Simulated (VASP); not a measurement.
Runs of VASP 6.6.1 on Al. The structure is cubic, space group Fm-3m (No. 225). The conventional cell has a = 4.050 Å, b = 4.050 Å, c = 4.050 Å, α = 90.00°, β = 90.00°, γ = 90.00°. Al (site symmetry m-3m) has 12 Al at 2.86 Å within 3.8 Å. 

```csv
k mesh,gap on the mesh (eV),pressure (GPa)
4 × 4 × 4,none,(b)
3 × 3 × 3,none,-2.7
9 × 9 × 9,none,-1.6
8 × 8 × 8,none,(a)
12 × 12 × 12,none,-1.7
6 × 6 × 6,none,-1.4
```

Alike in all rows: task single point; level PBEsol; potentials or basis VASP PAW PBE potentials, release 64 (Al); no spin polarisation; cell as given; cutoff (eV) 520; smearing methfessel-paxton 0.1 eV.

Estimate the missing entries.

(a) -1.9; (b) -1.3.

Caveats: some runs use coarse meshes; the PAW data sets were made with another functional, which shifts forces and pressure a little.

A gap of «none» marks levels without a gap at the run's occupations.
